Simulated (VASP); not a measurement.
A run of VASP 6.6.1 is set up as follows.

INCAR

```
PREC = Accurate
ENCUT = 520
EDIFF = 1E-6
ISMEAR = 0
SIGMA = 0.15
LREAL = False
LASPH = True
NELM = 80
ALGO = Fast
ISIF = 2
LWAVE = False
LCHARG = False
GGA = PE
NBANDS = 12
```

File KPOINTS:

```
regular mesh
0
Gamma
  22 22 22
```

The input POSCAR:

```
Zn
1.0
    0.8410887267      2.3925312869      2.3925312869
    2.3925312869      0.8410887267      2.3925312869
    2.3925312869      2.3925312869      0.8410887267
Zn
1
Direct
    0.0000000000      0.0000000000      0.0000000000
```

Potentials or basis: VASP PAW PBE potentials, release 64 (Zn).

Launch:

```console
$ cat potpaw_PBE.64/Zn/POTCAR > POTCAR
$ mpirun -np 1 vasp_std > vasp.out
```

Task: What does it give for the band gap on the k mesh?

Result: Zero (bands 6 and 7 overlap by 8.99 eV).

Task: Predict the pressure.

Result: 64.2 GPa.

Stress tensor (GPa, compression positive):
```
 64.18 -33.30 -33.30
-33.30  64.18 -33.30
-33.30 -33.30  64.18
```

Caveat: the cell stands under pressure.
